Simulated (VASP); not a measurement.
# As (R-3m) in VASP: single point with PBEsol

Aim: the single point of As with PBEsol.

Everything below comes from runs of VASP 6.6.1. Logs are shortened: lines on timing, memory, paths and dates and some standing lists are left out, and cuts for length are marked.

## Step 1: The cell of the first run

Symmetry: R-3m, No. 166, trigonal system. Conventional cell: a = 8.171 Å, b = 8.171 Å, c = 14.065 Å, α = 90.00°, β = 90.00°, γ = 120.00°. Within 3.2 Å of As (site symmetry m) lie 8 As at 2.43 to 3.13 Å. As (site symmetry m) has 7 As at 2.55 to 3.29 Å within 3.4 Å.

## Step 2: Single point, PBEsol

Contents of INCAR:

```
PREC     = Accurate       # precision mode
ENCUT    = 520            # plane-wave cutoff, eV
EDIFF    = 1E-7           # SCF threshold, eV
ISMEAR   = 0              # smearing method
SIGMA    = 0.1            # smearing width, eV
LREAL    = False          # projectors in reciprocal space
LASPH    = True           # aspherical terms in the spheres
NELM     = 80             # most SCF steps
ALGO     = Normal         # electronic algorithm
ISIF     = 2              # what is computed and relaxed
LWAVE    = False          # write WAVECAR
LCHARG   = False          # write CHGCAR
GGA      = PS             # functional
NBANDS   = 42             # bands
```

Contents of KPOINTS:

```
Automatic mesh
0
Gamma
  6 6 6
```

Contents of POSCAR:

```
As
1.0
    4.0854403563      2.3587300895      4.6883026374
   -4.0854403563      2.3587300895      4.6883026374
    0.0000000000     -4.7174601790      4.6883026374
As
12
Direct
    0.0378543087      0.6546899939      0.0378543087
    0.0378543087      0.0378543087      0.6546899939
    0.6546899939      0.0378543087      0.0378543087
    0.9621456913      0.3453100061      0.9621456913
    0.3453100061      0.9621456913      0.9621456913
    0.9621456913      0.9621456913      0.3453100061
    0.2879678986      0.6135809400      0.2879678986
    0.2879678986      0.2879678986      0.6135809400
    0.6135809400      0.2879678986      0.2879678986
    0.7120321014      0.3864190600      0.7120321014
    0.3864190600      0.7120321014      0.7120321014
    0.7120321014      0.7120321014      0.3864190600
```

Potentials or basis: VASP PAW PBE potentials, release 64 (As).

The run is started by

```bash
> cat potpaw_PBE.64/As/POTCAR > POTCAR
> mpirun -np 1 vasp_std > vasp.out
```

OUTCAR:

```text
PREC = Accurate
   ENCUT = 520
   EDIFF = 1E-7
   ISMEAR = 0
   LREAL = False
   LASPH = True
   NELM = 80
   ISIF = 2
   GGA = PS

 ion  position               nearest neighbor table
   1  0.038  0.655  0.038-   4 2.43   7 2.55  12 2.79  11 2.79
   2  0.038  0.038  0.655-   6 2.43   8 2.55  10 2.79  11 2.79
   3  0.655  0.038  0.038-   5 2.43   9 2.55  12 2.79  10 2.79
   4  0.962  0.345  0.962-   1 2.43  10 2.55   8 2.79   9 2.79
   5  0.345  0.962  0.962-   3 2.43  11 2.55   8 2.79   7 2.79
   6  0.962  0.962  0.345-   2 2.43  12 2.55   9 2.79   7 2.79
   7  0.288  0.614  0.288-   1 2.55   9 2.66   8 2.66   6 2.79   5 2.79
   8  0.288  0.288  0.614-   2 2.55   7 2.66   9 2.66   4 2.79   5 2.79
   9  0.614  0.288  0.288-   3 2.55   7 2.66   8 2.66   6 2.79   4 2.79
  10  0.712  0.386  0.712-   4 2.55  11 2.66  12 2.66   2 2.79   3 2.79
  11  0.386  0.712  0.712-   5 2.55  10 2.66  12 2.66   2 2.79   1 2.79
  12  0.712  0.712  0.386-   6 2.55  10 2.66  11 2.66   3 2.79   1 2.79

  LATTYP: Found a trigonal (rhomboedric) cell.
 ALAT       =     6.6509106264
 COS(alpha) =     0.2453500962

  Lattice vectors:

 A1 = (   4.0854403563,   2.3587300895,   4.6883026374)
 A2 = (  -4.0854403563,   2.3587300895,   4.6883026374)
 A3 = (   0.0000000000,  -4.7174601790,   4.6883026374)

Analysis of symmetry for initial positions (statically):
=====================================================================
 Subroutine PRICEL returns:
 Original cell was already a primitive cell.

 Routine SETGRP: Setting up the symmetry group for a
 trigonal (rhombohedral) supercell.

 Subroutine GETGRP returns: Found 12 space group operations
 (whereof 12 operations were pure point group operations)
 out of a pool of 12 trial point group operations.

The static configuration has the point symmetry D_3d.

Analysis of symmetry for dynamics (positions and initial velocities):
=====================================================================
 Subroutine PRICEL returns:
 Original cell was already a primitive cell.

 Routine SETGRP: Setting up the symmetry group for a
 trigonal (rhombohedral) supercell.

 Subroutine GETGRP returns: Found 12 space group operations
 (whereof 12 operations were pure point group operations)
 out of a pool of 12 trial point group operations.

The dynamic configuration has the point symmetry D_3d.

 Subroutine INISYM returns: Found 12 space group operations
 (whereof 12 operations are pure point group operations),
 and found     1 'primitive' translations

----------------------------------------------------------------------------------------

                                     Primitive cell

  volume of cell :     271.0716

  direct lattice vectors                    reciprocal lattice vectors
     4.085440356  2.358730089  4.688302637     0.122385828  0.070659491  0.071098937
    -4.085440356  2.358730089  4.688302637    -0.122385828  0.070659491  0.071098937
     0.000000000 -4.717460179  4.688302637     0.000000000 -0.141318981  0.071098937

  length of vectors
     6.650910626  6.650910626  6.650910626     0.158196439  0.158196439  0.158196439

  position of ions in fractional coordinates (direct lattice)
     0.037854309  0.654689994  0.037854309
     0.037854309  0.037854309  0.654689994
     0.654689994  0.037854309  0.037854309
     0.962145691  0.345310006  0.962145691
     0.345310006  0.962145691  0.962145691
     0.962145691  0.962145691  0.345310006
     0.287967899  0.613580940  0.287967899
     0.287967899  0.287967899  0.613580940
     0.613580940  0.287967899  0.287967899
     0.712032101  0.386419060  0.712032101
     0.386419060  0.712032101  0.712032101
     0.712032101  0.712032101  0.386419060

  ion indices of the primitive-cell ions
   primitive index   ion index
                 1           1
                 2           2
                 3           3
                 4           4
                 5           5
                 6           6
                 7           7
                 8           8
                 9           9
                10          10
                11          11
                12          12

----------------------------------------------------------------------------------------

 KPOINTS: Automatic mesh

Automatic generation of k-mesh.
 Grid dimensions read from file:
 generate k-points for:    6    6    6

 Generating k-lattice:

  Cartesian coordinates                     Fractional coordinates (reciprocal lattice)
     0.020397638  0.011776582  0.011849823     0.166666667 -0.000000000  0.000000000
    -0.020397638  0.011776582  0.011849823    -0.000000000  0.166666667  0.000000000
     0.000000000 -0.023553164  0.011849823     0.000000000  0.000000000  0.166666667

  Length of vectors
     0.026366073  0.026366073  0.026366073

  Shift w.r.t. Gamma in fractional coordinates (k-lattice)
     0.000000000  0.000000000  0.000000000

 Subroutine IBZKPT returns following result:
 ===========================================

 Found     32 irreducible k-points:

 Following reciprocal coordinates:
            Coordinates               Weight
  0.000000  0.000000  0.000000      1.000000
  0.166667  0.000000  0.000000      6.000000
  0.333333  0.000000 -0.000000      6.000000
  0.500000 -0.000000  0.000000      3.000000
  0.166667  0.166667  0.000000      6.000000
  0.333333  0.166667  0.000000     12.000000
[... 16 lines left out ...]
  0.500000  0.500000  0.166667      6.000000
 -0.333333  0.500000  0.166667     12.000000
 [... further k-points ...]
   k-points           NKPTS =     32   k-points in BZ     NKDIM =     32   number of bands    NBANDS=     42
   number of dos      NEDOS =    301   number of ions     NIONS =     12
   total plane-waves  NPLWV = 125000
   dimension x,y,z NGX =    50 NGY =   50 NGZ =   50
   dimension x,y,z NGXF=   100 NGYF=  100 NGZF=  100
   ions per type =              12
   NGX,Y,Z   is equivalent  to a cutoff of  12.50, 12.50, 12.50 a.u.
   NGXF,Y,Z  is equivalent  to a cutoff of  25.00, 25.00, 25.00 a.u.
 SYSTEM =  unknown system
   PREC   = accura    normal or accurate (medium, high low for compatibility)
   ISTART =      0    job   : 0-new  1-cont  2-samecut
   ICHARG =      2    charge: 1-file 2-atom 10-const
   ISPIN  =      1    spin polarized calculation?
   LNONCOLLINEAR =      F non collinear calculations
   LSORBIT =      F    spin-orbit coupling
   LASPH  =      T    aspherical Exc in radial PAW
   ENCUT  =  520.0 eV  38.22 Ry    6.18 a.u.  12.37 12.37 12.37*2*pi/ulx,y,z
   NELM   =     80;   NELMIN=  2; NELMDL= -5     # of ELM steps
   EDIFF  = 0.1E-06   stopping-criterion for ELM
   LREAL  =      F    real-space projection
   EDIFFG = 0.1E-05   stopping-criterion for IOM
   NSW    =      0    number of steps for IOM
   IBRION =     -1    ionic relax: 0-MD 1-quasi-New 2-CG
   NFREE  =      0    steps in history (QN), initial steepest desc. (CG)
   ISIF   =      2    stress and relaxation
   ISYM   =      2    0-nonsym 1-usesym 2-fastsym
   POTIM  = 0.5000    time-step for ionic-motion
   TEBEG  =    0.0;   TEEND  =   0.0 temperature during run
   PSTRESS=    0.0 pullay stress
   NELECT =      60.0000    total number of electrons
   NUPDOWN=      -1.0000    fix difference up-down
   EMIN   =  10.00;   EMAX   =-10.00  energy-range for DOS
   EFERMI =   0.00;   METHOD = LEGACY
   ISMEAR =     0;   SIGMA  =   0.10  broadening in eV -4-tet -1-fermi 0-gaus
   EFERMI_NEDOS =   21; number of points for ismear=-14 and -15
   IALGO  =     38    algorithm
   IMIX   =      4    mixing-type and parameters
     AMIX     =   0.40;   BMIX     =  1.00
     AMIX_MAG =   1.60;   BMIX_MAG =  1.00
  volume/ion in A,a.u.               =      22.59       152.44
  Fermi-wavevector in a.u.,A,eV,Ry     =   0.990293  1.871383 13.342977  0.980681
  Thomas-Fermi vector in A             =   2.121953
   LORBIT       =      0    0 simple, 1 ext, 2 COOP (PROOUT), +10 PAW based schemes
   GGA     = PS    functional components
   LHFCALC =     F    Hartree Fock is set to
   AEXX    =    0.0000 exact exchange contribution
   IVDW    =     0    specifies the selected vdW correction
   LEPSILON=     F    determine dielectric tensor
   LRPA    =     F    only Hartree local field effects (RPA)
 non-spin polarized calculation
 Gauss-broadening in eV      SIGMA  =   0.10
  energy-cutoff  :      520.00
  volume of cell :      271.07
 maximum number of plane-waves:      7328
 NGX is ok and might be reduce to    50
   NGX = 25   NGY = 25   NGZ = 25

 number of electron      59.9999999 magnetization

 Free energy of the ion-electron system (eV)
  ---------------------------------------------------
  ext. energy  EPLUGINS =         0.00000000
  ---------------------------------------------------
  free energy    TOTEN  =       -57.33074541 eV

  energy without entropy =      -57.30422181  energy(sigma->0) =      -57.31748361

 E-fermi :   4.5491     XC(G=0):  -9.8153

 val. band max:        4.5275638881   @ k =  -0.1667   0.1667   0.0000
 cond. band min:       4.5539679664   @ k =   0.3333   0.1667   0.1667
 fundamental gap:      0.0264040783
 Fermi energy:         4.5491185625

 k-point     1 :       0.0000    0.0000    0.0000
  band No.  band energies     occupation
      1     -10.2061      2.00000
      2      -7.6435      2.00000
      3      -7.6435      2.00000
      4      -7.3322      2.00000
      5      -7.3322      2.00000
      6      -7.3139      2.00000
[... 34 lines left out ...]
     41       9.1006      0.00000
     42       9.1079      0.00000

 k-point     2 :       0.1667    0.0000    0.0000
  band No.  band energies     occupation
      1     -10.1232      2.00000
      2      -8.2182      2.00000
      3      -7.6243      2.00000
      4      -7.4039      2.00000
      5      -7.3179      2.00000
      6      -7.1710      2.00000
[... 34 lines left out ...]
     41       8.9013      0.00000
     42       9.0750      0.00000

 k-point     3 :       0.3333    0.0000   -0.0000
  band No.  band energies     occupation
      1      -9.8798      2.00000
      2      -8.8814      2.00000
      3      -7.5789      2.00000
      4      -7.4385      2.00000
      5      -7.2933      2.00000
      6      -7.1304      2.00000
[... 34 lines left out ...]
     41       8.1172      0.00000
     42       8.5411      0.00000

 k-point     4 :       0.5000   -0.0000    0.0000
  band No.  band energies     occupation
      1      -9.5786      2.00000
      2      -9.3279      2.00000
      3      -7.5515      2.00000
      4      -7.4472      2.00000
      5      -7.2842      2.00000
      6      -7.1252      2.00000
[... 844 lines left out ...]
     41       7.8376      0.00000
     42       7.9220      0.00000

 k-point    23 :       0.5000    0.5000    0.1667
  band No.  band energies     occupation
      1      -9.2730      2.00000
      2      -8.7155      2.00000
      3      -8.6575      2.00000
      4      -8.2930      2.00000
      5      -7.6074      2.00000
      6      -6.0854      2.00000
[... 34 lines left out ...]
     41       8.0345      0.00000
     42       8.0378      0.00000

 k-point    24 :      -0.3333    0.5000    0.1667
  band No.  band energies     occupation
      1      -9.2661      2.00000
      2      -8.8975      2.00000
      3      -8.6553      2.00000
      4      -8.0476      2.00000
      5      -7.6656      2.00000
      6      -6.3228      2.00000
[... 34 lines left out ...]
     41       7.4582      0.00000
     42       8.2498      0.00000

 [... further k-points ...]

------------------------ aborting loop because EDIFF is reached ----------------------------------------

  FORCE on cell =-STRESS in cart. coord.  units (eV):
  Direction    XX          YY          ZZ          XY          YZ          ZX
  --------------------------------------------------------------------------------------
  -------------------------------------------------------------------------------------
  Total        0.4377960      0.4377960      0.7228755      0.0000000      0.0000000      0.0000000
  in kB        2.5876073      2.5876073      4.2725785      0.0000000      0.0000000      0.0000000
  external PRESSURE =       3.1492644 kB  Pullay stress =       0.0000000 kB

 VOLUME and BASIS-vectors are now :
 -----------------------------------------------------------------------------
  energy-cutoff  :      520.00
  volume of cell :      271.07
      direct lattice vectors                 reciprocal lattice vectors
     4.085440356  2.358730089  4.688302637     0.122385828  0.070659491  0.071098937
    -4.085440356  2.358730089  4.688302637    -0.122385828  0.070659491  0.071098937
     0.000000000 -4.717460179  4.688302637     0.000000000 -0.141318981  0.071098937

 POSITION                                       TOTAL-FORCE (eV/Angst)
 -----------------------------------------------------------------------------------
     -2.52005      1.45495      3.42433        -0.024720      0.014272      0.014357
      0.00000     -2.90990      3.42433         0.000000     -0.028544      0.014357
      2.52005      1.45495      3.42433         0.024720      0.014272      0.014357
      2.52005     -1.45495     10.64058         0.024720     -0.014272     -0.014357
     -2.52005     -1.45495     10.64058        -0.024720     -0.014272     -0.014357
      0.00000      2.90990     10.64058         0.000000      0.028544     -0.014357
     -1.33027      0.76803      5.57681         0.003151     -0.001819      0.020414
      0.00000     -1.53607      5.57681         0.000000      0.003638      0.020414
      1.33027      0.76803      5.57681        -0.003151     -0.001819      0.020414
      1.33027     -0.76803      8.48809        -0.003151      0.001819     -0.020414
     -1.33027     -0.76803      8.48809         0.003151      0.001819     -0.020414
      0.00000      1.53607      8.48809         0.000000     -0.003638     -0.020414
 -----------------------------------------------------------------------------------
    total drift:                               -0.000000      0.000000     -0.000000

  FREE ENERGIE OF THE ION-ELECTRON SYSTEM (eV)
  ---------------------------------------------------
  free  energy   TOTEN  =       -57.3307454112 eV

  energy  without entropy=      -57.3042218115  energy(sigma->0) =      -57.31748361
```

Run time: 12 min. Hardware: 1 thread of Intel Xeon 8259CL, shared host; peak memory 0.47 GiB.

What came out:

```
Free energy            : -57.3307 eV
Pressure               : 0.3 GPa
Largest force          : 0.032 eV/Å
Band gap on the k mesh : zero (bands 30 and 31 overlap by 2.29 eV)
```

Forces on the atoms (eV/Å):
```
As  -0.025  0.014  0.014
As   0.000 -0.029  0.014
As   0.025  0.014  0.014
As   0.025 -0.014 -0.014
As  -0.025 -0.014 -0.014
As   0.000  0.029 -0.014
As   0.003 -0.002  0.020
As   0.000  0.004  0.020
As  -0.003 -0.002  0.020
As  -0.003  0.002 -0.020
As   0.003  0.002 -0.020
As   0.000 -0.004 -0.020
```

Caveat: the PAW data sets were made with another functional, which shifts forces and pressure a little.

The gap in the log of VASP goes by the Fermi energy; the results here count the filled bands.